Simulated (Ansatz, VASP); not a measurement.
## Ga3Te2O in VASP and in Ansatz

```
Ga Te O
1.0
     4.13900    0.00000    0.00000
    -2.06950    3.58448    0.00000
     0.00000    0.00000    8.44149
Ga Te O
3 2 1
Direct
  0.66667 0.33333 0.50000
  0.00000 0.00000 0.00000
  0.00000 0.00000 0.50000
  0.33333 0.66667 0.24430
  0.33333 0.66667 0.75570
  0.66667 0.33333 0.00000
```

Change from the starting cell: species swapped into the La2CuSi3 type (P-6m2, No. 187).

Alike in both runs: functional PBE; k mesh 6 × 6 × 2; occupations gaussian, width 0.1 eV; no spin polarisation.

Ansatz relaxed the structure, and its values are those at the end. VASP's run is a single point on that final structure, the one shown.

|  | VASP | Ansatz |
| --- | --- | --- |
| version | VASP 6.6.1 | Ansatz 0.2.0 |
| potentials or method | VASP PAW PBE potentials, release 64 (Ga_d, Te, O), cutoff 520 eV | scalar-relativistic, plane waves, PAW |
| valence electrons in the cell | 57 | 77 |

```csv
,VASP,Ansatz,Ansatz less VASP
gap on the k mesh at the Fermi level (eV),none,none,-
pressure (GPa),0.0,0.0,-0.04
rms of the force components (eV/Å),0.005,0.003,-0.0014
```

A gap of «none» marks a metal or a gap that the smearing closes. The functional is the same, so the differences come from potentials, cutoffs and numerics. VASP's potentials hold 57 valence electrons a cell and Ansatz's 77, so a difference there can come from the potentials and not from the codes.

The k mesh is coarse, so the values compare programs but aren't converged. Spin-orbit coupling is off throughout.
